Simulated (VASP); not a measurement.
Write the native input for VASP 6.6.1 that does the following.

```yaml
Task: single point
Functional: PBE
Potentials_or_basis: VASP PAW PBE potentials, release 64 (B, P)
Cutoff: 520 eV
k_mesh: 12 × 12 × 12
Occupations: gaussian, width 0.05 eV
Spin: no spin polarisation
Dipole_correction: no
Further_INCAR_settings: ALGO = Normal; EDIFF = 1e-07; NBANDS = 11
```

The structure of BP lies in POSCAR:

```
BP
1.0
    0.0000000000      2.1532980236      2.2416177635
    2.2416177635      0.0000000000      2.2416177635
    2.2416177635      2.1532980236      0.0000000000
B P
1 1
Direct
    0.0000000000      0.0000000000      0.0000000000
    0.7500000000      0.7500000000      0.7500000000
```

This cell differs from its parent crystal: volume 10.820 Å^3 an atom, c/a of the conventional cell 0.9606.

These files were run (other wordings do the same):

INCAR

```
SYSTEM = BP
PREC = Accurate ; ENCUT = 520
EDIFF = 1E-7 ; ISMEAR = 0
SIGMA = 0.05 ; LREAL = .FALSE.
LASPH = .TRUE. ; NELM = 100
ALGO = Normal ; ISIF = 2
LWAVE = .FALSE. ; LCHARG = .FALSE.
GGA = PE ; NBANDS = 11
```

KPOINTS

```
Automatic mesh
0
G
  12 12 12
  0 0 0
```

Potentials or basis: VASP PAW PBE potentials, release 64 (B, P).

Run with:

```console
$ cat potpaw_PBE.64/B/POTCAR potpaw_PBE.64/P/POTCAR > POTCAR
$ mpirun -np 1 vasp_std > vasp.out
```

Results of the run:

```
Pressure               : 15.5 GPa
Band gap on the k mesh : 0.51 eV, indirect (least direct gap 3.12 eV)
```

It took 43 s on 1 thread of Intel Xeon 8259CL (shared host), peak memory 0.16 GiB.
